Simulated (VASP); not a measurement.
# P (P-1) in VASP: further runs

The runs below take P through relaxation of the atoms, single point, with revPBE+D3(BJ), LDA.

Everything below comes from runs of VASP 6.6.1. Logs are shortened: lines on timing, memory, paths and dates and some standing lists are left out, and cuts for length are marked.

## 1. The cell of the first run

The typed cell holds 2 atoms: a = 3.710 Å, b = 3.710 Å, c = 3.710 Å, α = 55.44°, β = 55.44°, γ = 55.44°.

## 2. Relaxation of the atoms, revPBE+D3(BJ) (atoms moved at random)

Contents of INCAR:

```
SYSTEM = P
ALGO = Normal
EDIFF = 1E-7
EDIFFG = -0.01
ENCUT = 520
GGA = RE
IBRION = 2
ISIF = 2
ISMEAR = -1
IVDW = 12
LASPH = .True.
LCHARG = .False.
LREAL = .False.
LWAVE = .False.
NELM = 60
NSW = 60
PREC = Accurate
SIGMA = 0.025
```

Contents of KPOINTS:

```
k-points
0
Gamma
  7 7 7
  0 0 0
```

Contents of POSCAR:

```
P
1.0
    1.7257251780      0.9963478961      3.1296800121
   -1.7257251780      0.9963478961      3.1296800121
    0.0000000000     -1.9926957921      3.1296800121
P
2
Direct
    0.7399490000      0.7328710000      0.7749870000
    0.2131780000      0.2707050000      0.1798610000
```

Potentials or basis: VASP PAW PBE potentials, release 64 (P).

On the command line:

```bash
$ cat potpaw_PBE.64/P/POTCAR > POTCAR
$ mpirun -np 1 vasp_std > vasp.out
```

OUTCAR:

```text
SYSTEM = P
   EDIFF = 1E-7
   EDIFFG = -0.01
   ENCUT = 520
   GGA = RE
   IBRION = 2
   ISIF = 2
   ISMEAR = -1
   IVDW = 12
   LASPH = .True.
   LREAL = .False.
   NELM = 60
   NSW = 60
   PREC = Accurate
 IVDW          = 12

 ion  position               nearest neighbor table
   1  0.740  0.733  0.775-   2 2.22   2 2.39   2 2.55   2 2.56   2 2.72   2 2.85
   2  0.213  0.271  0.180-   1 2.22   1 2.39   1 2.55   1 2.56   1 2.72   1 2.85

  LATTYP: Found a trigonal (rhomboedric) cell.
 ALAT       =     3.7102201415
 COS(alpha) =     0.5673129383

  Lattice vectors:

 A1 = (   1.7257251780,   0.9963478961,   3.1296800121)
 A2 = (  -1.7257251780,   0.9963478961,   3.1296800121)
 A3 = (   0.0000000000,  -1.9926957921,   3.1296800121)

Analysis of symmetry for initial positions (statically):
=====================================================================
 Subroutine PRICEL returns:
 Original cell was already a primitive cell.

 Routine SETGRP: Setting up the symmetry group for a
 trigonal (rhombohedral) supercell.

 Subroutine GETGRP returns: Found  2 space group operations
 (whereof  1 operations were pure point group operations)
 out of a pool of 12 trial point group operations.

The static configuration has the point symmetry C_1 .
 The point group associated with its full space group is S_2 .

Analysis of symmetry for dynamics (positions and initial velocities):
=====================================================================
 Subroutine PRICEL returns:
 Original cell was already a primitive cell.

 Routine SETGRP: Setting up the symmetry group for a
 trigonal (rhombohedral) supercell.

 Subroutine GETGRP returns: Found  2 space group operations
 (whereof  1 operations were pure point group operations)
 out of a pool of 12 trial point group operations.

The dynamic configuration has the point symmetry C_1 .
 The point group associated with its full space group is S_2 .

 Subroutine INISYM returns: Found  2 space group operations
 (whereof  1 operations are pure point group operations),
 and found     1 'primitive' translations

----------------------------------------------------------------------------------------

                                     Primitive cell

  volume of cell :      32.2875

  direct lattice vectors                    reciprocal lattice vectors
     1.725725178  0.996347896  3.129680012     0.289733271  0.167277582  0.106507161
    -1.725725178  0.996347896  3.129680012    -0.289733271  0.167277582  0.106507161
     0.000000000 -1.992695792  3.129680012     0.000000000 -0.334555164  0.106507161

  length of vectors
     3.710220141  3.710220141  3.710220141     0.351099605  0.351099605  0.351099605

  position of ions in fractional coordinates (direct lattice)
     0.739949000  0.732871000  0.774987000
     0.213178000  0.270705000  0.179861000

[... 85 lines left out ...]
   TEBEG  =    0.0;   TEEND  =   0.0 temperature during run
   PSTRESS=    0.0 pullay stress
   NELECT =      10.0000    total number of electrons
   NUPDOWN=      -1.0000    fix difference up-down
   EMIN   =  10.00;   EMAX   =-10.00  energy-range for DOS
   EFERMI =   0.00;   METHOD = LEGACY
   ISMEAR =    -1;   SIGMA  =   0.03  broadening in eV -4-tet -1-fermi 0-gaus
   EFERMI_NEDOS =   21; number of points for ismear=-14 and -15
   IALGO  =     38    algorithm
   IMIX   =      4    mixing-type and parameters
     AMIX     =   0.40;   BMIX     =  1.00
     AMIX_MAG =   1.60;   BMIX_MAG =  1.00
  volume/ion in A,a.u.               =      16.14       108.94
  Fermi-wavevector in a.u.,A,eV,Ry     =   1.107636  2.093128 16.692396  1.226857
  Thomas-Fermi vector in A             =   2.244152
   LORBIT       =      0    0 simple, 1 ext, 2 COOP (PROOUT), +10 PAW based schemes
   GGA     = RE    functional components
   LHFCALC =     F    Hartree Fock is set to
   AEXX    =    0.0000 exact exchange contribution
   IVDW    =    12    specifies the selected vdW correction
   LEPSILON=     F    determine dielectric tensor
   LRPA    =     F    only Hartree local field effects (RPA)
 conjugate gradient relaxation of ions
 non-spin polarized calculation
  energy-cutoff  :      520.00
  volume of cell :       32.29
 maximum number of plane-waves:       887
   NGX = 13   NGY = 13   NGZ = 13

--------------------------------------- Ionic step        1  -------------------------------------------

 number of electron      10.0000000 magnetization

 Free energy of the ion-electron system (eV)
  ---------------------------------------------------
  ext. energy  EPLUGINS =         0.00000000
  ---------------------------------------------------
  free energy    TOTEN  =        -9.89422903 eV

  energy without entropy =       -9.89355870  energy(sigma->0) =       -9.89389387

------------------------ aborting loop because EDIFF is reached ----------------------------------------

 Edisp (eV)   -1.75120

 E8    (eV) :    -1.1564
[... 105 lines left out ...]
  FREE ENERGIE OF THE ION-ELECTRON SYSTEM (eV)
  ---------------------------------------------------
  free  energy   TOTEN  =       -11.7446868889 eV

  energy  without entropy=      -11.7439271187  energy(sigma->0) =      -11.74430700

[... ionic steps 4 to 7 ...]

--------------------------------------- Ionic step        8  -------------------------------------------

 number of electron      10.0000000 magnetization

------------------------ aborting loop because EDIFF is reached ----------------------------------------
[... 75 lines left out ...]
--------------------------------------- Ionic step       10  -------------------------------------------

 number of electron      10.0000000 magnetization

 Free energy of the ion-electron system (eV)
  ---------------------------------------------------
  ext. energy  EPLUGINS =         0.00000000
  ---------------------------------------------------
  free energy    TOTEN  =       -10.02272666 eV

  energy without entropy =      -10.02239162  energy(sigma->0) =      -10.02255914

 E-fermi :   9.0526     XC(G=0): -10.7235

 val. band max:        8.9907812968   @ k =   0.4286   0.4286   0.4286
 cond. band min:       9.0938023393   @ k =   0.2857   0.2857   0.2857
 fundamental gap:      0.1030210425
 Fermi energy:         9.0525533559

 k-point     1 :       0.0000    0.0000    0.0000
  band No.  band energies     occupation
      1      -7.4744      2.00000
      2       5.4097      2.00000
      3       5.8107      2.00000
      4       6.1642      2.00000
      5       6.1740      2.00000
      6      10.4665      0.00000
      7      11.7134      0.00000
      8      11.7292      0.00000
      9      14.7637      0.00000
[... 265 lines left out ...]
 k-point    24 :       0.1429    0.0000    0.4286
  band No.  band energies     occupation
      1      -4.9964      2.00000
      2      -1.1048      2.00000
      3       3.9292      2.00000
      4       4.8281      2.00000
      5       6.7437      2.00000
      6      10.6144      0.00000
      7      10.9424      0.00000
      8      11.6957      0.00000
      9      14.6598      0.00000

 [... further k-points ...]

------------------------ aborting loop because EDIFF is reached ----------------------------------------

 Edisp (eV)   -1.75104

 E8    (eV) :    -1.1564
[... 25 lines left out ...]
  FREE ENERGIE OF THE ION-ELECTRON SYSTEM (eV)
  ---------------------------------------------------
  free  energy   TOTEN  =       -11.7737621165 eV

  energy  without entropy=      -11.7734270773  energy(sigma->0) =      -11.77359460

 reached required accuracy - stopping structural energy minimisation
```

OSZICAR:

```text
N       E                     dE             d eps       ncg     rms          rms(c)
DAV:   1     0.235319993822E+02    0.23532E+02   -0.46659E+03  3096   0.959E+02
DAV:   2    -0.892575544286E+01   -0.32458E+02   -0.31371E+02  4650   0.126E+02
DAV:   3    -0.990003885979E+01   -0.97428E+00   -0.96007E+00  3917   0.236E+01
[... 74 lines left out ...]
DAV:   5    -0.100227213091E+02    0.48687E-07   -0.65101E-07  3437   0.587E-03
   9 F= -.11773752E+02 E0= -.11773587E+02  d E =-.251911E-03
       N       E                     dE             d eps       ncg     rms          rms(c)
DAV:   1    -0.100227224325E+02   -0.10747E-05   -0.12002E-03  3298   0.219E-01    0.179E-02
DAV:   2    -0.100227266838E+02   -0.42514E-05   -0.43045E-05  4202   0.571E-02    0.528E-03
DAV:   3    -0.100227266634E+02    0.20465E-07   -0.47806E-07  3975   0.530E-03
  10 F= -.11773762E+02 E0= -.11773595E+02  d E =-.262166E-03
```

CONTCAR:

```text
P
   1.00000000000000
     1.7257251780000000    0.9963478961000000    3.1296800121000001
    -1.7257251780000000    0.9963478961000000    3.1296800121000001
     0.0000000000000000   -1.9926957920999999    3.1296800121000001
  P
     2
Direct
     0.7485866261957518    0.7740306690305317    0.7492323455110478
     0.2045403738042503    0.2295453309694706    0.2056156544889575

  0.00000000E+00  0.00000000E+00  0.00000000E+00
  0.00000000E+00  0.00000000E+00  0.00000000E+00
```

Run time: 3.7 min. Hardware: 1 thread of Intel Xeon Platinum 8259CL at 2.50GHz (Skylake/Cascade Lake), shared host; peak memory 0.19 GiB.

Results:

| Property | Result |
| --- | --- |
| Free energy | -11.7738 eV |
| Energy gained by relaxing | 64.2 meV/atom |
| Ionic steps | 10 |
| Pressure after relaxing | -7.4 GPa |
| Largest force after relaxing | 0.007 eV/Å |
| Band gap on the k mesh | zero (bands 5 and 6 overlap by 0.35 eV) |
| Dispersion energy per atom | -0.876 eV |

Forces in eV/Å, atoms in the order of the input:
```
P    0.003 -0.005 -0.004
P   -0.003  0.005  0.004
```

Stress tensor (GPa, compression positive):
```
-6.62 -0.01 -0.01
-0.01 -6.64  0.02
-0.01  0.02 -8.89
```

Step by step:
```csv
step,energy change (eV),largest force (eV/Å),pressure (GPa)
1,0.0000,0.6964,-9.49
2,-0.0453,0.6786,-9.34
3,-0.0993,0.5821,-6.71
4,-0.1035,0.4432,-7.61
5,-0.1233,0.2180,-6.96
6,-0.1253,0.1985,-6.61
7,-0.1281,0.0582,-7.53
8,-0.1281,0.0528,-7.48
9,-0.1283,0.0112,-7.41
10,-0.1283,0.0073,-7.38
```

Final structure:
```
P
1.0
     1.72573    0.99635    3.12968
    -1.72573    0.99635    3.12968
     0.00000   -1.99270    3.12968
P
2
Direct
  0.74859 0.77403 0.74923
  0.20454 0.22955 0.20562
```

Caveat: the cell differs from its parent crystal (atoms moved at random); the PAW data sets were made with another functional, which shifts forces and pressure a little.

## 3. Single point, LDA (the cell strained at random)

Contents of INCAR:

```
SYSTEM = P
ALGO = Normal
EDIFF = 1E-6
ENCUT = 520
ISIF = 2
ISMEAR = 1
LASPH = .True.
LCHARG = .False.
LREAL = .False.
LWAVE = .False.
NBANDS = 12
NELM = 80
PREC = Accurate
SIGMA = 0.1
```

KPOINTS is that of step 2.

Contents of POSCAR:

```
P
1.0
    1.7050960000      0.9186430000      3.0669390000
   -1.7843440000      1.0147250000      3.0800490000
    0.0435850000     -2.0359440000      3.1061490000
P
2
Direct
    0.7684970136      0.7734970096      0.7728449393
    0.2315029864      0.2265029904      0.2271550607
```

Potentials or basis: VASP PAW LDA potentials, release 64 (P).

On the command line:

```bash
$ cat potpaw_LDA.64/P/POTCAR > POTCAR
$ mpirun -np 1 vasp_std > vasp.out
```

Wall time 40 s (1 thread of Intel Xeon Platinum 8259CL at 2.50GHz (Skylake/Cascade Lake), shared host); peak memory 0.17 GiB.

The run converged. Its results:

```
Free energy            : -12.0969 eV
Pressure               : -4.2 GPa
Largest force          : 0.059 eV/Å
Band gap on the k mesh : zero (bands 5 and 6 overlap by 0.78 eV)
```

Forces on the atoms (eV/Å):
```
P   -0.027  0.008  0.052
P    0.027 -0.008 -0.052
```

Stress tensor (GPa, compression positive):
```
-4.94  2.91 -0.78
 2.91 -3.38  2.12
-0.78  2.12 -4.34
```

Levels at points of the mesh, in eV from the Fermi level:
```
           k point  band 3  band 4  band 5  band 6  band 7  band 8
(0.00, 0.00, 0.00)   -3.35   -2.92   -2.50    1.26    2.41    3.14
```

Caveat: the cell differs from its parent crystal (the cell strained at random); the cell stands under tension.

## 4. Relaxation of the atoms, LDA (the cell strained at random)

Contents of INCAR:

```
SYSTEM = P
PREC     = Accurate       ! precision mode
ENCUT    = 520            ! plane-wave cutoff, eV
EDIFF    = 1E-7           ! SCF threshold, eV
ISMEAR   = 1              ! smearing method
SIGMA    = 0.1            ! smearing width, eV
LREAL    = .False.        ! projectors in reciprocal space
LASPH    = .True.         ! aspherical terms in the spheres
NELM     = 100            ! most SCF steps
ALGO     = Normal         ! electronic algorithm
ISIF     = 2              ! what is computed and relaxed
LWAVE    = .False.        ! write WAVECAR
LCHARG   = .False.        ! write CHGCAR
IBRION   = 2              ! ionic algorithm
NSW      = 80             ! ionic steps
EDIFFG   = -0.02          ! ionic threshold
```

Contents of KPOINTS:

```
Automatic mesh
0
Gamma
  7 7 7
  0 0 0
```

Contents of POSCAR:

```
P
1.0
    1.7050960000      0.9186430000      3.0669390000
   -1.7843440000      1.0147250000      3.0800490000
    0.0435850000     -2.0359440000      3.1061490000
P
2
Direct
    0.7729197500      0.7729197500      0.7729197500
    0.2270802500      0.2270802500      0.2270802500
```

On the command line:

```bash
$ cat potpaw_LDA.64/P/POTCAR > POTCAR
$ mpirun -np 1 vasp_std > vasp.out
```

Wall time 1.7 min (1 thread of Intel Xeon Platinum 8259CL at 2.50GHz (Skylake/Cascade Lake), shared host); peak memory 0.16 GiB.

It converged, with:

* Free energy: -12.0971 eV
* Energy gained by relaxing: 1.1 meV/atom
* Ionic steps: 6
* Pressure after relaxing: -4.0 GPa
* Largest force after relaxing: 0.019 eV/Å
* Band gap on the k mesh: zero (bands 5 and 6 overlap by 0.76 eV)

Forces in eV/Å, atoms in the order of the input:
```
P   -0.001  0.018 -0.004
P    0.001 -0.018  0.004
```

Stress tensor (GPa, compression positive):
```
-4.68  2.91 -0.84
 2.91 -3.14  2.14
-0.84  2.14 -4.11
```

Step by step:
```tsv
step	energy change (eV)	largest force (eV/Å)	pressure (GPa)
1	0.0000	0.1524	-3.69
2	-0.0017	0.0761	-3.90
3	-0.0021	0.0432	-4.13
4	-0.0021	0.0423	-4.12
5	-0.0022	0.0233	-4.04
6	-0.0023	0.0189	-3.98
```

Final structure:
```cif
data_structure
_symmetry_space_group_name_H-M 'P 1'
_symmetry_Int_Tables_number 1
_cell_length_a 3.6273
_cell_length_b 3.7014
_cell_length_c 3.7142
_cell_angle_alpha 57.318
_cell_angle_beta 54.985
_cell_angle_gamma 56.880
_cell_volume 32.29
loop_
_atom_site_label
_atom_site_type_symbol
_atom_site_fract_x
_atom_site_fract_y
_atom_site_fract_z
_atom_site_occupancy
P1 P 0.76800 0.77449 0.77343 1
P2 P 0.23200 0.22551 0.22657 1
```

Levels at points of the mesh, in eV from the Fermi level:
```
           k point  band 2  band 3  band 4  band 5  band 6  band 7  band 8  band 9
(0.00, 0.00, 0.00)   -3.54   -3.35   -2.95   -2.50    1.22    2.36    3.14    5.35
```

Caveat: the cell differs from its parent crystal (the cell strained at random).

## 5. The runs side by side

```csv
task,level,potentials or basis,cell,smearing,gap on the mesh (eV),pressure (GPa),largest force (eV/Å)
relaxation of the atoms,revPBE+D3(BJ),"VASP PAW PBE potentials, release 64 (P)","atoms relaxed from a = 3.710 Å, angles 55.4°, 2 atoms, atomic positions A",fermi-dirac 0.025 eV,none,-7.4,0.01
single point,LDA,"VASP PAW LDA potentials, release 64 (P)","a = 3.627, b = 3.701, c = 3.714 Å, angles 57.3, 55.0, 56.9°, 2 atoms, atomic positions B",methfessel-paxton 0.1 eV,none,-4.2,0.06
relaxation of the atoms,LDA,"VASP PAW LDA potentials, release 64 (P)","atoms relaxed from a = 3.627, b = 3.701, c = 3.714 Å, angles 57.3, 55.0, 56.9°, 2 atoms, atomic positions C",methfessel-paxton 0.1 eV,none,-4.0,0.02
```

Alike in all rows: no spin polarisation; k mesh 7 × 7 × 7; cutoff (eV) 520.

Caveats: the PAW data sets were made with another functional, which shifts forces and pressure a little (at least some runs); the cell stands under tension (at least some runs).

Absolute energies hang on the potentials; compare differences alone.
